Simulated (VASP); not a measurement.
# TePt3W (P1) in VASP: single point with PBE

Aim: the single point of TePt3W with PBE.

Program: VASP 6.6.1. These are calculated values, not measurements. Logs are shortened: lines on timing, memory, paths and dates and some standing lists are left out, and cuts for length are marked.

### 1 The cell of the first run

The typed cell holds 10 atoms: a = 4.775 Å, b = 5.014 Å, c = 8.798 Å, α = 85.88°, β = 85.01°, γ = 85.23°.

### 2 Single point, PBE

Input file INCAR:

```
ALGO     = Fast           # electronic algorithm
EDIFF    = 1E-7           # SCF threshold, eV
ENCUT    = 520            # plane-wave cutoff, eV
GGA      = PE             # functional
ISIF     = 2              # what is computed and relaxed
ISMEAR   = 0              # smearing method
LASPH    = True           # aspherical terms in the spheres
LCHARG   = True           # write CHGCAR
LELF     = True           # ELF
LREAL    = False          # projectors in reciprocal space
LVHAR    = True         
LWAVE    = False          # write WAVECAR
NBANDS   = 61             # bands
NELM     = 100            # most SCF steps
PREC     = Accurate       # precision mode
SIGMA    = 0.1            # smearing width, eV
```

Input file KPOINTS:

```
k-points
0
Gamma
  4 4 2
```

Input file POSCAR:

```
TePt3W
1.0
    4.7749786990      0.0000000000      0.0000000000
    0.4172343370      4.9964658508      0.0000000000
    0.7647630970      0.5697492001      8.7462737862
Te Pt W
2 6 2
Direct
    0.8079485046      0.0311096323      0.0208112178
    0.9714580060      0.9163520862      0.5233161941
    0.1408506276      0.5368298626      0.7243066075
    0.0587736953      0.5196974547      0.3065816826
    0.5370437952      0.5874046596      0.4879830903
    0.4134381648      0.6628336868      0.9822059342
    0.4241510459      0.0016739856      0.7125427871
    0.3901690240      0.9472310191      0.2462588538
    0.6645577814      0.3961085922      0.7757498245
    0.5916093553      0.4007590206      0.2202438081
```

Potentials or basis: VASP PAW PBE potentials, release 64 (Te, Pt, W_sv).

Run with:

```bash
cat potpaw_PBE.64/Te/POTCAR potpaw_PBE.64/Pt/POTCAR potpaw_PBE.64/W_sv/POTCAR > POTCAR
mpirun -np 1 vasp_std > vasp.out
```

OUTCAR:

```text
EDIFF = 1E-7
   ENCUT = 520
   GGA = PE
   ISIF = 2
   ISMEAR = 0
   LASPH = True
   LREAL = False
   NELM = 100
   PREC = Accurate

 ion  position               nearest neighbor table
   1  0.808  0.031  0.021-  10 2.72   8 2.72   6 2.80   9 2.82   6 3.30   7 3.42   8 3.53   6 3.56

   2  0.971  0.916  0.523-   3 2.63   5 2.81   4 2.83   7 2.92   7 2.99   8 3.02   5 3.05   4 3.49
                             9 3.53
   3  0.141  0.537  0.724-   9 2.43   9 2.61   2 2.63   5 2.70   7 2.78   6 2.85   7 2.91
   4  0.059  0.520  0.307-  10 2.55  10 2.62   8 2.76   2 2.83   5 2.85   5 2.95   8 3.22   6 3.26
                             2 3.49
   5  0.537  0.587  0.488-  10 2.58   3 2.70   9 2.74   8 2.79   2 2.81   4 2.85   4 2.95   7 2.95
                             2 3.05   7 3.47
   6  0.413  0.663  0.982-   9 2.50  10 2.56   8 2.80   1 2.80   7 2.82   3 2.85   4 3.26   1 3.30
                             1 3.56
   7  0.424  0.002  0.713-   9 2.49   3 2.78   6 2.82   3 2.91   2 2.92   5 2.95   2 2.99   9 3.18
                             1 3.42   5 3.47
   8  0.390  0.947  0.246-  10 2.53   1 2.72   4 2.76   5 2.79   6 2.80  10 2.85   2 3.02   4 3.22
                             1 3.53
   9  0.665  0.396  0.776-   3 2.43   7 2.49   6 2.50   3 2.61   5 2.74   1 2.82   7 3.18   2 3.53

  10  0.592  0.401  0.220-   8 2.53   4 2.55   6 2.56   5 2.58   4 2.62   1 2.72   8 2.85

  LATTYP: Found a triclinic cell.
 ALAT       =     4.7749786990
 B/A-ratio  =     1.3884516526
 C/A-ratio  =     1.8425448488
 COS(alpha) =     0.0083303610
 COS(beta)  =     0.0869235424
 COS(gamma) =     0.6572938206

  Lattice vectors:

 A1 = (  -4.7749786990,   0.0000000000,   0.0000000000)
 A2 = (  -4.3577443620,   4.9964658508,   0.0000000000)
 A3 = (  -0.7647630970,  -0.5697492001,  -8.7462737862)

Analysis of symmetry for initial positions (statically):
=====================================================================
 Subroutine PRICEL returns:
 Original cell was already a primitive cell.

 Routine SETGRP: Setting up the symmetry group for a
 triclinic supercell.

 Subroutine GETGRP returns: Found  1 space group operations
 (whereof  1 operations were pure point group operations)
 out of a pool of  2 trial point group operations.

The static configuration has the point symmetry C_1 .

Analysis of symmetry for dynamics (positions and initial velocities):
=====================================================================
 Subroutine PRICEL returns:
 Original cell was already a primitive cell.

 Routine SETGRP: Setting up the symmetry group for a
 triclinic supercell.

 Subroutine GETGRP returns: Found  1 space group operations
 (whereof  1 operations were pure point group operations)
 out of a pool of  2 trial point group operations.

The dynamic configuration has the point symmetry C_1 .

 Subroutine INISYM returns: Found  1 space group operations
 (whereof  1 operations are pure point group operations),
 and found     1 'primitive' translations

----------------------------------------------------------------------------------------

                                     Primitive cell

  volume of cell :     208.6688

  direct lattice vectors                    reciprocal lattice vectors
     4.774978699  0.000000000  0.000000000     0.209425018 -0.017488223 -0.017172642
     0.417234337  4.996465851  0.000000000     0.000000000  0.200141466 -0.013037602
     0.764763097  0.569749200  8.746273786     0.000000000  0.000000000  0.114334404

  length of vectors
     4.774978699  5.013856349  8.798112405     0.210854395  0.200565664  0.114334404

  position of ions in fractional coordinates (direct lattice)
     0.807948505  0.031109632  0.020811218
     0.971458006  0.916352086  0.523316194
     0.140850628  0.536829863  0.724306607
     0.058773695  0.519697455  0.306581683
     0.537043795  0.587404660  0.487983090
     0.413438165  0.662833687  0.982205934
     0.424151046  0.001673986  0.712542787
     0.390169024  0.947231019  0.246258854
     0.664557781  0.396108592  0.775749824
     0.591609355  0.400759021  0.220243808

  ion indices of the primitive-cell ions
   primitive index   ion index
                 1           1
                 2           2
                 3           3
                 4           4
                 5           5
                 6           6
                 7           7
                 8           8
                 9           9
                10          10

----------------------------------------------------------------------------------------

 KPOINTS: k-points

Automatic generation of k-mesh.
 Grid dimensions read from file:
 generate k-points for:    4    4    2

 Generating k-lattice:

  Cartesian coordinates                     Fractional coordinates (reciprocal lattice)
     0.052356255 -0.004372056 -0.004293160     0.250000000  0.000000000  0.000000000
     0.000000000  0.050035366 -0.003259401     0.000000000  0.250000000  0.000000000
     0.000000000  0.000000000  0.057167202     0.000000000  0.000000000  0.500000000

  Length of vectors
     0.052713599  0.050141416  0.057167202

  Shift w.r.t. Gamma in fractional coordinates (k-lattice)
     0.000000000  0.000000000  0.000000000

 Subroutine IBZKPT returns following result:
 ===========================================

 Found     20 irreducible k-points:

 Following reciprocal coordinates:
            Coordinates               Weight
  0.000000  0.000000  0.000000      1.000000
  0.250000  0.000000  0.000000      2.000000
  0.500000  0.000000  0.000000      1.000000
  0.000000  0.250000 -0.000000      2.000000
  0.250000  0.250000  0.000000      2.000000
  0.500000  0.250000  0.000000      2.000000
[... 12 lines left out ...]
  0.250000  0.500000  0.500000      2.000000
  0.500000  0.500000  0.500000      1.000000
   k-points           NKPTS =     20   k-points in BZ     NKDIM =     20   number of bands    NBANDS=     61
   number of dos      NEDOS =    301   number of ions     NIONS =     10
   total plane-waves  NPLWV = 100800
   dimension x,y,z NGX =    36 NGY =   40 NGZ =   70
   dimension x,y,z NGXF=    72 NGYF=   80 NGZF=  140
   ions per type =               2   6   2
   NGX,Y,Z   is equivalent  to a cutoff of  12.53, 13.26, 13.23 a.u.
   NGXF,Y,Z  is equivalent  to a cutoff of  25.07, 26.53, 26.45 a.u.
 SYSTEM =  unknown system
   PREC   = accura    normal or accurate (medium, high low for compatibility)
   ISTART =      0    job   : 0-new  1-cont  2-samecut
   ICHARG =      2    charge: 1-file 2-atom 10-const
   ISPIN  =      1    spin polarized calculation?
   LNONCOLLINEAR =      F non collinear calculations
   LSORBIT =      F    spin-orbit coupling
   LASPH  =      T    aspherical Exc in radial PAW
   ENCUT  =  520.0 eV  38.22 Ry    6.18 a.u.   8.88  9.32 16.36*2*pi/ulx,y,z
   NELM   =    100;   NELMIN=  2; NELMDL= -5     # of ELM steps
   EDIFF  = 0.1E-06   stopping-criterion for ELM
   LREAL  =      F    real-space projection
   EDIFFG = 0.1E-05   stopping-criterion for IOM
   NSW    =      0    number of steps for IOM
   IBRION =     -1    ionic relax: 0-MD 1-quasi-New 2-CG
   NFREE  =      0    steps in history (QN), initial steepest desc. (CG)
   ISIF   =      2    stress and relaxation
   ISYM   =      2    0-nonsym 1-usesym 2-fastsym
   POTIM  = 0.5000    time-step for ionic-motion
   TEBEG  =    0.0;   TEEND  =   0.0 temperature during run
   PSTRESS=    0.0 pullay stress
   NELECT =     100.0000    total number of electrons
   NUPDOWN=      -1.0000    fix difference up-down
   EMIN   =  10.00;   EMAX   =-10.00  energy-range for DOS
   EFERMI =   0.00;   METHOD = LEGACY
   ISMEAR =     0;   SIGMA  =   0.10  broadening in eV -4-tet -1-fermi 0-gaus
   EFERMI_NEDOS =   21; number of points for ismear=-14 and -15
   IALGO  =     68    algorithm
   IMIX   =      4    mixing-type and parameters
     AMIX     =   0.40;   BMIX     =  1.00
     AMIX_MAG =   1.60;   BMIX_MAG =  1.00
  volume/ion in A,a.u.               =      20.87       140.82
  Fermi-wavevector in a.u.,A,eV,Ry     =   1.281118  2.420961 22.330732  1.641262
  Thomas-Fermi vector in A             =   2.413506
   LORBIT       =      0    0 simple, 1 ext, 2 COOP (PROOUT), +10 PAW based schemes
   GGA     = PE    functional components
   LHFCALC =     F    Hartree Fock is set to
   AEXX    =    0.0000 exact exchange contribution
   IVDW    =     0    specifies the selected vdW correction
   LEPSILON=     F    determine dielectric tensor
   LRPA    =     F    only Hartree local field effects (RPA)
 non-spin polarized calculation
 RMM-DIIS sequential band-by-band and
 Gauss-broadening in eV      SIGMA  =   0.10
  energy-cutoff  :      520.00
  volume of cell :      208.67
 maximum number of plane-waves:      5644
   NGX = 17   NGY = 19   NGZ = 33

 number of electron     100.0000001 magnetization

 Free energy of the ion-electron system (eV)
  ---------------------------------------------------
  ext. energy  EPLUGINS =         0.00000000
  ---------------------------------------------------
  free energy    TOTEN  =       -65.80131298 eV

  energy without entropy =      -65.77414227  energy(sigma->0) =      -65.78772763

 E-fermi :   8.1954     XC(G=0): -11.4586

 val. band max:        8.1923658017   @ k =   0.0000   0.0000   0.0000
 cond. band min:       8.2029494691   @ k =  -0.2500   0.2500   0.5000
 fundamental gap:      0.0105836674
 Fermi energy:         8.1953619924

 k-point     1 :       0.0000    0.0000    0.0000
  band No.  band energies     occupation
      1     -66.4729      2.00000
      2     -66.4390      2.00000
      3     -30.7154      2.00000
      4     -30.6718      2.00000
      5     -30.6456      2.00000
      6     -30.6407      2.00000
[... 53 lines left out ...]
     60      10.8959      0.00000
     61      11.2422      0.00000

 k-point     2 :       0.2500    0.0000    0.0000
  band No.  band energies     occupation
      1     -66.4727      2.00000
      2     -66.4386      2.00000
      3     -30.7158      2.00000
      4     -30.6715      2.00000
      5     -30.6486      2.00000
      6     -30.6447      2.00000
[... 53 lines left out ...]
     60      10.9488      0.00000
     61      11.3547      0.00000

 k-point     3 :       0.5000    0.0000    0.0000
  band No.  band energies     occupation
      1     -66.4725      2.00000
      2     -66.4382      2.00000
      3     -30.7162      2.00000
      4     -30.6708      2.00000
      5     -30.6539      2.00000
      6     -30.6472      2.00000
[... 1077 lines left out ...]
     60      10.8451      0.00000
     61      11.0879      0.00000

 k-point    20 :       0.5000    0.5000    0.5000
  band No.  band energies     occupation
      1     -66.4723      2.00000
      2     -66.4382      2.00000
      3     -30.7200      2.00000
      4     -30.6721      2.00000
      5     -30.6535      2.00000
      6     -30.6469      2.00000
[... 53 lines left out ...]
     60      10.7363      0.00000
     61      11.4467      0.00000

------------------------ aborting loop because EDIFF is reached ----------------------------------------

  FORCE on cell =-STRESS in cart. coord.  units (eV):
  Direction    XX          YY          ZZ          XY          YZ          ZX
  --------------------------------------------------------------------------------------
  -------------------------------------------------------------------------------------
  Total        0.0904620     -2.9991994      0.7748432      1.1166892      0.6758309     -1.1920286
  in kB        0.6945752    -23.0281201      5.9493153      8.5740390      5.1890898     -9.1525017
  external PRESSURE =      -5.4614099 kB  Pullay stress =       0.0000000 kB

 VOLUME and BASIS-vectors are now :
 -----------------------------------------------------------------------------
  energy-cutoff  :      520.00
  volume of cell :      208.67
      direct lattice vectors                 reciprocal lattice vectors
     4.774978699  0.000000000  0.000000000     0.209425018 -0.017488223 -0.017172642
     0.417234337  4.996465851  0.000000000     0.000000000  0.200141466 -0.013037602
     0.764763097  0.569749200  8.746273786     0.000000000  0.000000000  0.114334404

 POSITION                                       TOTAL-FORCE (eV/Angst)
 -----------------------------------------------------------------------------------
      3.88683      0.16730      0.18202         0.474381     -0.437662     -0.434973
      5.42124      4.87668      4.57707        -0.213192      0.234646     -0.261361
      1.45047      3.09493      6.33498        -0.048536     -0.474740      0.194961
      0.73194      2.77133      2.68145         0.035523     -0.658592      0.505254
      3.18265      3.21298      4.26803         0.450426      0.104809     -0.053329
      3.00187      3.87144      8.59064         0.075472     -0.045298      0.029007
      2.57094      0.41433      6.23209        -0.089940      0.120934     -0.180459
      2.44660      4.87311      2.15385        -0.645871      0.207238      0.465805
      3.93178      2.42113      6.78492         0.053135      0.190889      0.018289
      3.16057      2.12786      1.92631        -0.091398      0.757776     -0.283193
 -----------------------------------------------------------------------------------
    total drift:                               -0.000425      0.000286     -0.000576

  FREE ENERGIE OF THE ION-ELECTRON SYSTEM (eV)
  ---------------------------------------------------
  free  energy   TOTEN  =       -65.8013129805 eV

  energy  without entropy=      -65.7741422737  energy(sigma->0) =      -65.78772763
```

It took 5.8 min on 1 thread of AMD EPYC 9R14 (Zen 4), shared host; peak memory 0.41 GiB.

What came out:

- Free energy: -65.8013 eV
- Pressure: -0.5 GPa
- Largest force: 0.831 eV/Å
- Band gap on the k mesh: zero (bands 50 and 51 overlap by 0.01 eV)

Forces on the atoms (eV/Å):
```
Te   0.474 -0.438 -0.435
Te  -0.213  0.235 -0.261
Pt  -0.049 -0.475  0.195
Pt   0.036 -0.659  0.505
Pt   0.450  0.105 -0.053
Pt   0.075 -0.045  0.029
Pt  -0.090  0.121 -0.180
Pt  -0.646  0.207  0.466
W    0.053  0.191  0.018
W   -0.091  0.758 -0.283
```

Stress tensor (GPa, compression positive):
```
 0.07  0.86 -0.92
 0.86 -2.30  0.52
-0.92  0.52  0.59
```

Caveat: spin-orbit coupling is left out, which moves the levels of the heavy elements.
